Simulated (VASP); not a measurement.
# Ga (Pm-3m) in VASP: further runs, part 2 of 2

VASP 6.6.1. The steps go on from the part before.

### 5 Single point, PBE

This run uses another cell than the first one, of 20.19 Å³/atom, 1.559 times its volume.

File INCAR:

```
PREC = Accurate
ENCUT = 520
EDIFF = 1E-6
ISMEAR = 1
SIGMA = 0.05
LREAL = F
LASPH = T
NELM = 60
ALGO = Normal
ISIF = 2
LWAVE = F
LCHARG = T
GGA = PE
LELF = T
LVHAR = T
NBANDS = 12
```

File KPOINTS:

```
Automatic mesh
0
Gamma
  10 10 10
```

File POSCAR:

```
Ga
1.0
    2.7228380817      0.0000000000      0.0000000000
    0.0000000000      2.7228380817      0.0000000000
    0.0000000000      0.0000000000      2.7228380817
Ga
1
Direct
    0.0000000000      0.0000000000      0.0000000000
```

Potentials or basis: VASP PAW PBE potentials, release 64 (Ga_d).

Command:

```console
$ cat potpaw_PBE.64/Ga_d/POTCAR > POTCAR
$ mpirun -np 1 vasp_std > vasp.out
```

OUTCAR:

```text
PREC = Accurate
   ENCUT = 520
   EDIFF = 1E-6
   ISMEAR = 1
   LREAL = F
   LASPH = T
   NELM = 60
   ISIF = 2
   GGA = PE

 ion  position               nearest neighbor table
   1  0.000  0.000  0.000-

  LATTYP: Found a simple cubic cell.
 ALAT       =     2.7228380817

  Lattice vectors:

 A1 = (   2.7228380817,   0.0000000000,   0.0000000000)
 A2 = (   0.0000000000,   2.7228380817,   0.0000000000)
 A3 = (   0.0000000000,   0.0000000000,   2.7228380817)

Analysis of symmetry for initial positions (statically):
=====================================================================
 Subroutine PRICEL returns:
 Original cell was already a primitive cell.

 Routine SETGRP: Setting up the symmetry group for a
 simple cubic supercell.

 Subroutine GETGRP returns: Found 48 space group operations
 (whereof 48 operations were pure point group operations)
 out of a pool of 48 trial point group operations.

The static configuration has the point symmetry O_h .

Analysis of symmetry for dynamics (positions and initial velocities):
=====================================================================
 Subroutine PRICEL returns:
 Original cell was already a primitive cell.

 Routine SETGRP: Setting up the symmetry group for a
 simple cubic supercell.

 Subroutine GETGRP returns: Found 48 space group operations
 (whereof 48 operations were pure point group operations)
 out of a pool of 48 trial point group operations.

The dynamic configuration has the point symmetry O_h .

 Subroutine INISYM returns: Found 48 space group operations
 (whereof 48 operations are pure point group operations),
 and found     1 'primitive' translations

----------------------------------------------------------------------------------------

                                     Primitive cell

  volume of cell :      20.1867

  direct lattice vectors                    reciprocal lattice vectors
     2.722838082  0.000000000  0.000000000     0.367263851  0.000000000  0.000000000
     0.000000000  2.722838082  0.000000000     0.000000000  0.367263851  0.000000000
     0.000000000  0.000000000  2.722838082     0.000000000  0.000000000  0.367263851

  length of vectors
     2.722838082  2.722838082  2.722838082     0.367263851  0.367263851  0.367263851

  position of ions in fractional coordinates (direct lattice)
     0.000000000  0.000000000  0.000000000

  ion indices of the primitive-cell ions
   primitive index   ion index
                 1           1

----------------------------------------------------------------------------------------

 KPOINTS: Automatic mesh

Automatic generation of k-mesh.
 Grid dimensions read from file:
 generate k-points for:   10   10   10

 Generating k-lattice:

  Cartesian coordinates                     Fractional coordinates (reciprocal lattice)
     0.036726385  0.000000000  0.000000000     0.100000000  0.000000000  0.000000000
     0.000000000  0.036726385  0.000000000     0.000000000  0.100000000  0.000000000
     0.000000000  0.000000000  0.036726385     0.000000000  0.000000000  0.100000000

  Length of vectors
     0.036726385  0.036726385  0.036726385

  Shift w.r.t. Gamma in fractional coordinates (k-lattice)
     0.000000000  0.000000000  0.000000000

 Subroutine IBZKPT returns following result:
 ===========================================

 Found     56 irreducible k-points:

 Following reciprocal coordinates:
            Coordinates               Weight
  0.000000  0.000000  0.000000      1.000000
  0.100000  0.000000  0.000000      6.000000
  0.200000  0.000000  0.000000      6.000000
  0.300000  0.000000  0.000000      6.000000
  0.400000  0.000000  0.000000      6.000000
  0.500000  0.000000  0.000000      3.000000
[... 16 lines left out ...]
  0.200000  0.100000  0.100000     24.000000
  0.300000  0.100000  0.100000     24.000000
 [... further k-points ...]
   k-points           NKPTS =     56   k-points in BZ     NKDIM =     56   number of bands    NBANDS=     12
   number of dos      NEDOS =    301   number of ions     NIONS =      1
   total plane-waves  NPLWV =   8000
   dimension x,y,z NGX =    20 NGY =   20 NGZ =   20
   dimension x,y,z NGXF=    40 NGYF=   40 NGZF=   40
   ions per type =               1
   NGX,Y,Z   is equivalent  to a cutoff of  12.21, 12.21, 12.21 a.u.
   NGXF,Y,Z  is equivalent  to a cutoff of  24.42, 24.42, 24.42 a.u.
 SYSTEM =  unknown system
   PREC   = accura    normal or accurate (medium, high low for compatibility)
   ISTART =      0    job   : 0-new  1-cont  2-samecut
   ICHARG =      2    charge: 1-file 2-atom 10-const
   ISPIN  =      1    spin polarized calculation?
   LNONCOLLINEAR =      F non collinear calculations
   LSORBIT =      F    spin-orbit coupling
   LASPH  =      T    aspherical Exc in radial PAW
   ENCUT  =  520.0 eV  38.22 Ry    6.18 a.u.   5.06  5.06  5.06*2*pi/ulx,y,z
   NELM   =     60;   NELMIN=  2; NELMDL= -5     # of ELM steps
   EDIFF  = 0.1E-05   stopping-criterion for ELM
   LREAL  =      F    real-space projection
   EDIFFG = 0.1E-04   stopping-criterion for IOM
   NSW    =      0    number of steps for IOM
   IBRION =     -1    ionic relax: 0-MD 1-quasi-New 2-CG
   NFREE  =      0    steps in history (QN), initial steepest desc. (CG)
   ISIF   =      2    stress and relaxation
   ISYM   =      2    0-nonsym 1-usesym 2-fastsym
   POTIM  = 0.5000    time-step for ionic-motion
   TEBEG  =    0.0;   TEEND  =   0.0 temperature during run
   PSTRESS=    0.0 pullay stress
   NELECT =      13.0000    total number of electrons
   NUPDOWN=      -1.0000    fix difference up-down
   EMIN   =  10.00;   EMAX   =-10.00  energy-range for DOS
   EFERMI =   0.00;   METHOD = LEGACY
   ISMEAR =     1;   SIGMA  =   0.05  broadening in eV -4-tet -1-fermi 0-gaus
   EFERMI_NEDOS =   21; number of points for ismear=-14 and -15
   IALGO  =     38    algorithm
   IMIX   =      4    mixing-type and parameters
     AMIX     =   0.40;   BMIX     =  1.00
     AMIX_MAG =   1.60;   BMIX_MAG =  1.00
  volume/ion in A,a.u.               =      20.19       136.23
  Fermi-wavevector in a.u.,A,eV,Ry     =   1.413733  2.671568 27.193170  1.998642
  Thomas-Fermi vector in A             =   2.535348
   LORBIT       =      0    0 simple, 1 ext, 2 COOP (PROOUT), +10 PAW based schemes
   GGA     = PE    functional components
   LHFCALC =     F    Hartree Fock is set to
   AEXX    =    0.0000 exact exchange contribution
   IVDW    =     0    specifies the selected vdW correction
   LEPSILON=     F    determine dielectric tensor
   LRPA    =     F    only Hartree local field effects (RPA)
 non-spin polarized calculation
 Methfessel and Paxton  Order N= 1 SIGMA  =   0.05
  energy-cutoff  :      520.00
  volume of cell :       20.19
 maximum number of plane-waves:       554
   NGX = 11   NGY = 11   NGZ = 11

 number of electron      13.0000027 magnetization

 Free energy of the ion-electron system (eV)
  ---------------------------------------------------
  ext. energy  EPLUGINS =         0.00000000
  ---------------------------------------------------
  free energy    TOTEN  =        -2.82845119 eV

  energy without entropy =       -2.82883923  energy(sigma->0) =       -2.82858054

 E-fermi :   4.6944     XC(G=0): -10.5993

 val. band max:        4.6638606512   @ k =   0.5000   0.4000   0.4000
 cond. band min:       4.7399928643   @ k =   0.4000   0.4000   0.1000
 fundamental gap:      0.0761322131
 Fermi energy:         4.6944187580

 k-point     1 :       0.0000    0.0000    0.0000
  band No.  band energies     occupation
      1     -10.3901      2.00000
      2     -10.3901      2.00000
      3      -9.8848      2.00000
      4      -9.8848      2.00000
      5      -9.8848      2.00000
      6      -5.8092      2.00000
      7      13.6107      0.00000
      8      13.6107      0.00000
      9      13.6107      0.00000
     10      16.5433      0.00000
     11      16.5433      0.00000
     12      18.9639      0.00000

 k-point     2 :       0.1000    0.0000    0.0000
  band No.  band energies     occupation
      1     -10.3864      2.00000
      2     -10.3573      2.00000
      3      -9.8982      2.00000
      4      -9.8982      2.00000
      5      -9.8836      2.00000
      6      -5.6074      2.00000
      7      11.1238      0.00000
      8      13.8196      0.00000
      9      13.8196      0.00000
     10      16.7153      0.00000
     11      17.9915      0.00000
     12      20.4928      0.00000
[... 316 lines left out ...]
 k-point    24 :       0.3000    0.1000    0.1000
  band No.  band energies     occupation
      1     -10.3134      2.00000
      2     -10.1434      2.00000
      3      -9.9984      2.00000
      4      -9.9913      2.00000
      5      -9.9035      2.00000
      6      -3.5804      2.00000
      7       5.1618     -0.00000
      8      12.7682      0.00000
      9      13.4892      0.00000
     10      20.8236      0.00000
     11      21.1686      0.00000
     12      22.3895      0.00000

 [... further k-points ...]
[... 5 lines left out ...]
  --------------------------------------------------------------------------------------
  -------------------------------------------------------------------------------------
  Total        0.0323432      0.0323432      0.0323432     -0.0000000      0.0000000     -0.0000000
  in kB        2.5670150      2.5670150      2.5670150     -0.0000000      0.0000000     -0.0000000
  external PRESSURE =       2.5670150 kB  Pullay stress =       0.0000000 kB

 VOLUME and BASIS-vectors are now :
 -----------------------------------------------------------------------------
  energy-cutoff  :      520.00
  volume of cell :       20.19
      direct lattice vectors                 reciprocal lattice vectors
     2.722838082  0.000000000  0.000000000     0.367263851  0.000000000  0.000000000
     0.000000000  2.722838082  0.000000000     0.000000000  0.367263851  0.000000000
     0.000000000  0.000000000  2.722838082     0.000000000  0.000000000  0.367263851

 POSITION                                       TOTAL-FORCE (eV/Angst)
 -----------------------------------------------------------------------------------
      0.00000      0.00000      0.00000         0.000000      0.000000      0.000000
 -----------------------------------------------------------------------------------
    total drift:                                0.000000      0.000000      0.000000

  FREE ENERGIE OF THE ION-ELECTRON SYSTEM (eV)
  ---------------------------------------------------
  free  energy   TOTEN  =        -2.8284511885 eV

  energy  without entropy=       -2.8288392284  energy(sigma->0) =       -2.82858054
```

OSZICAR:

```text
N       E                     dE             d eps       ncg     rms          rms(c)
DAV:   1     0.436217027542E+02    0.43622E+02   -0.66148E+03  1452   0.183E+03
DAV:   2    -0.601956622045E+00   -0.44224E+02   -0.42572E+02  1440   0.263E+02
DAV:   3    -0.282758325066E+01   -0.22256E+01   -0.22221E+01  1552   0.458E+01
DAV:   4    -0.284805892108E+01   -0.20476E-01   -0.20472E-01  1552   0.472E+00
DAV:   5    -0.284828667132E+01   -0.22775E-03   -0.22774E-03  1596   0.474E-01    0.897E-01
DAV:   6    -0.283042575478E+01    0.17861E-01   -0.38947E-02  1608   0.380E+00    0.438E-01
DAV:   7    -0.282858459120E+01    0.18412E-02   -0.57492E-03  1860   0.120E+00    0.134E-01
DAV:   8    -0.282844778692E+01    0.13680E-03   -0.64122E-04  1524   0.392E-01    0.145E-02
DAV:   9    -0.282845079138E+01   -0.30045E-05   -0.11800E-05  1532   0.372E-02    0.390E-03
DAV:  10    -0.282845118853E+01   -0.39715E-06   -0.12359E-06  1104   0.205E-02
   1 F= -.28284512E+01 E0= -.28285805E+01  d E =0.388040E-03
```

stdout:

```text
POSCAR found type information on POSCAR Ga
 POSCAR found :  1 types and       1 ions
 scaLAPACK will be used
 LDA part: xc-table for (Slater+PW92), standard interpolation
 POSCAR, INCAR and KPOINTS ok, starting setup
 FFT: planning ... GRIDC
 FFT: planning ... GRID_SOFT
 FFT: planning ... GRID
 WAVECAR not read
 entering main loop
```

Wall time 13 s (1 thread of Intel Xeon 8259CL, shared host); peak memory 0.13 GiB.

What came out:

- Free energy: -2.8285 eV
- Pressure: 0.3 GPa

### 6 The runs side by side

```tsv
cell	gap on the mesh (eV)	pressure (GPa)
a = 2.348 Å, 1 atom	none	60.5
a = 2.412 Å, 1 atom	none	40.3
a = 2.511 Å, 1 atom	none	20.2
a = 2.723 Å, 1 atom	none	0.3
```

Alike in all rows: task single point; level PBE; potentials or basis VASP PAW PBE potentials, release 64 (Ga_d); no spin polarisation; k mesh 10 × 10 × 10; cutoff (eV) 520; smearing methfessel-paxton 0.05 eV.

Absolute energies hang on the potentials; compare differences alone.
